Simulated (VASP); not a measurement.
# InSbO (P-6m2) in VASP: further runs, part 3 of 3

VASP 6.6.1. Earlier steps stand in the parts before.

## 6. Relaxation of cell and atoms, PBE

This run uses another cell than the first one, of 23.28 Å³/atom.

File INCAR:

```
SYSTEM = InSbO
ALGO = Fast
EDIFF = 1E-6
EDIFFG = -0.01
ENCUT = 600
GGA = PE
IBRION = 2
ISIF = 3
ISMEAR = 0
LASPH = .TRUE.
LCHARG = .FALSE.
LREAL = .FALSE.
LWAVE = .FALSE.
NELM = 80
NSW = 100
PREC = Accurate
SIGMA = 0.1
```

File KPOINTS:

```
k-points
0
G
  12 12 10
  0 0 0
```

File POSCAR:

```
InSbO
1.0
    3.8857908799      0.0000000000      0.0000000000
   -1.9428954400      3.3651936158      0.0000000000
    0.0000000000      0.0000000000      5.3398177490
In Sb O
1 1 1
Direct
    0.0000000000      0.0000000000      0.0000000000
    0.3333333333      0.6666666667      0.5000000000
    0.6666666667      0.3333333333      0.5000000000
```

Potentials or basis: VASP PAW PBE potentials, release 64 (In_d, Sb, O).

The run is started by

```console
> cat potpaw_PBE.64/In_d/POTCAR potpaw_PBE.64/Sb/POTCAR potpaw_PBE.64/O/POTCAR > POTCAR
> mpirun -np 1 vasp_std > vasp.out
```

OUTCAR:

```text
SYSTEM = InSbO
   EDIFF = 1E-6
   EDIFFG = -0.01
   ENCUT = 600
   GGA = PE
   IBRION = 2
   ISIF = 3
   ISMEAR = 0
   LASPH = .TRUE.
   LREAL = .FALSE.
   NELM = 80
   NSW = 100
   PREC = Accurate

 ion  position               nearest neighbor table
   1  0.000  0.000  0.000-   2 3.49   2 3.49   2 3.49   2 3.49   2 3.49   2 3.49
   2  0.333  0.667  0.500-   3 2.24   3 2.24   3 2.24   1 3.49   1 3.49   1 3.49   1 3.49   1 3.49
                             1 3.49
   3  0.667  0.333  0.500-   2 2.24   2 2.24   2 2.24

  LATTYP: Found a hexagonal cell.
 ALAT       =     3.8857908799
 C/A-ratio  =     1.3741907154

  Lattice vectors:

 A1 = (   3.8857908799,   0.0000000000,   0.0000000000)
 A2 = (  -1.9428954400,   3.3651936158,   0.0000000000)
 A3 = (   0.0000000000,   0.0000000000,   5.3398177490)

[... 375 lines left out ...]

 E-fermi :   6.3795     XC(G=0):  -9.5953

 val. band max:        6.3717587056   @ k =   0.4167   0.0833   0.1000
 cond. band min:       6.3850619206   @ k =   0.0000   0.0000   0.2000
 fundamental gap:      0.0133032150
 Fermi energy:         6.3795478032

 k-point     1 :       0.0000    0.0000    0.0000
  band No.  band energies     occupation
      1     -12.9409      2.00000
      2      -8.5146      2.00000
      3      -8.4846      2.00000
      4      -8.4846      2.00000
      5      -8.4464      2.00000
      6      -8.4464      2.00000
[... 433 lines left out ...]
      3      -8.4851      2.00000
      4      -8.4634      2.00000
      5      -8.4546      2.00000
      6      -8.4217      2.00000
[... 8 lines left out ...]
     15       9.2316      0.00000
     16      10.0835      0.00000

 [... further k-points ...]

------------------------ aborting loop because EDIFF is reached ----------------------------------------

  FORCE on cell =-STRESS in cart. coord.  units (eV):
  Direction    XX          YY          ZZ          XY          YZ          ZX
  --------------------------------------------------------------------------------------
  -------------------------------------------------------------------------------------
  Total       -0.0170994     -0.0170994     -0.0064061      0.0000000     -0.0000000     -0.0000000
  in kB       -0.3914475     -0.3914475     -0.1466508      0.0000000     -0.0000000     -0.0000000
  external PRESSURE =      -0.3098486 kB  Pullay stress =       0.0000000 kB
[... 18 lines left out ...]
  FREE ENERGIE OF THE ION-ELECTRON SYSTEM (eV)
  ---------------------------------------------------
  free  energy   TOTEN  =       -12.4877294629 eV

  energy  without entropy=      -12.4793587300  energy(sigma->0) =      -12.48354410

 reached required accuracy - stopping structural energy minimisation
```

OSZICAR:

```text
N       E                     dE             d eps       ncg     rms          rms(c)
DAV:   1     0.197125830153E+03    0.19713E+03   -0.12119E+04  3648   0.175E+03
DAV:   2     0.449708235124E+01   -0.19263E+03   -0.18975E+03  4568   0.389E+02
DAV:   3    -0.141325595495E+02   -0.18630E+02   -0.18362E+02  4392   0.116E+02
DAV:   4    -0.146763573760E+02   -0.54380E+00   -0.54201E+00  4520   0.240E+01
[... 101 lines left out ...]
RMM:   3    -0.124877929418E+02    0.36443E-03   -0.80060E-04  3702   0.291E-01    0.467E-02
RMM:   4    -0.124877379050E+02    0.55037E-04   -0.28437E-04  4532   0.195E-01    0.260E-02
RMM:   5    -0.124877314057E+02    0.64994E-05   -0.60741E-05  4012   0.823E-02    0.166E-02
RMM:   6    -0.124877304344E+02    0.97124E-06   -0.15427E-05  4248   0.395E-02    0.110E-02
RMM:   7    -0.124877294629E+02    0.97154E-06   -0.75793E-06  3830   0.367E-02
  12 F= -.12487729E+02 E0= -.12483544E+02  d E =-.737599E-05
```

CONTCAR:

```text
InSbO
   1.00000000000000
     3.8650132644784216    0.0000000000003096    0.0000000000000000
    -1.9325066322886753    3.3471996730144911    0.0000000000000000
    -0.0000000000000000    0.0000000000000001    5.4098555193067748
  In              Sb              O
     1     1     1
Direct
     0.0000000000000000    0.0000000000000000    0.0000000000000000
     0.3333333332999970    0.6666666667000030    0.5000000000000000
     0.6666666667000030    0.3333333332999970    0.5000000000000000

  0.00000000E+00  0.00000000E+00  0.00000000E+00
  0.00000000E+00  0.00000000E+00  0.00000000E+00
  0.00000000E+00  0.00000000E+00  0.00000000E+00
```

It took 10 min on 1 thread of Oxide Virtual Turin-like, shared host; peak memory 0.34 GiB.

Results:

| Quantity | Value |
| --- | --- |
| Free energy | -12.4877 eV |
| Relaxed volume | 23.33 Å³/atom |
| Relaxed cell | a = 3.865 Å, b = 3.865 Å, c = 5.410 Å, α = 90.00°, β = 90.00°, γ = 120.00° |
| Space group after relaxing (to 0.1 Å) | P-6m2 (No. 187) |
| Energy gained by relaxing | 0.3 meV/atom |
| Ionic steps | 12 |
| Pressure after relaxing | 0.0 GPa |
| Band gap on the k mesh | zero (bands 12 and 13 overlap by 2.91 eV) |

The path:
```tsv
step	energy change (eV)	largest force (eV/Å)	pressure (GPa)	volume (Å³)
1	0.0000	0.0000	-0.37	69.83
2	-0.0006	0.0000	0.14	69.28
3	-0.0006	0.0000	0.02	69.39
4	-0.0006	0.0000	0.02	69.39
5	-0.0006	0.0000	0.07	69.33
6	-0.0006	0.0000	0.05	69.38
7	-0.0007	0.0000	0.05	69.40
8	-0.0008	0.0000	0.06	69.48
9	-0.0009	0.0000	0.05	69.64
10	-0.0009	0.0000	0.08	69.95
11	-0.0009	0.0000	0.10	69.80
12	-0.0010	0.0000	-0.03	69.99
```

Final structure:
```
CELL_PARAMETERS angstrom
3.86501 0.00000 0.00000
-1.93251 3.34720 0.00000
0.00000 0.00000 5.40986
ATOMIC_POSITIONS crystal
In 0.00000 0.00000 0.00000
Sb 0.33333 0.66667 0.50000
O 0.66667 0.33333 0.50000
```

Levels at points of the mesh, in eV from the Fermi level:
```
           k point  band 10  band 11  band 12  band 13  band 14  band 15
(0.00, 0.00, 0.00)    -5.04    -4.70    -0.35     1.99     1.99     5.95
(0.50, 0.00, 0.00)    -3.81    -2.86    -1.28    -0.32     2.12     2.44
(0.00, 0.00, 0.50)    -5.04    -2.94     2.18     2.26     2.35     2.35
(0.50, 0.00, 0.50)    -4.36    -3.31    -1.49     0.05     2.73     3.17
```

Caveat: spin-orbit coupling is left out, which moves the levels of the heavy elements.

## 7. Overview

| task | cell | k mesh | cutoff (eV) | gap on the mesh (eV) | pressure (GPa) | relaxed volume (Å³/atom) |
| --- | --- | --- | --- | --- | --- | --- |
| relaxation of cell and atoms | relaxed from a = 4.335, b = 4.335, c = 4.369 Å, angles 90.0, 90.0, 120.0°, 3 atoms | 6 × 6 × 4 | 600 | none | 0.1 | 23.14 |
| single point | a = 3.881, b = 3.881, c = 5.357 Å, angles 90.0, 90.0, 120.0°, 3 atoms | 12 × 12 × 10 | 520 | none | -0.3 | - |
| single point | a = 3.886, b = 3.886, c = 5.340 Å, angles 90.0, 90.0, 120.0°, 3 atoms | 12 × 12 × 8 | 520 | none | -0.3 | - |
| relaxation of cell and atoms | relaxed from a = 3.860, b = 3.860, c = 5.478 Å, angles 90.0, 90.0, 120.0°, 3 atoms | 12 × 12 × 8 | 600 | none | 0.0 | 23.18 |
| relaxation of cell and atoms | relaxed from a = 3.886, b = 3.886, c = 5.340 Å, angles 90.0, 90.0, 120.0°, 3 atoms | 12 × 12 × 10 | 600 | none | 0.0 | 23.33 |

Alike in all rows: level PBE; potentials or basis VASP PAW PBE potentials, release 64 (In_d, Sb, O); no spin polarisation; smearing gaussian 0.1 eV.

Caveats: spin-orbit coupling is left out, which moves the levels of the heavy elements; a cell axis changed by over 15 % at a fixed basis, so the end point is rough (at least some runs).

Total energies depend on the potentials used, so only differences within one code and one set of settings carry meaning.

The gap in the log of VASP goes by the Fermi energy; the results here count the filled bands.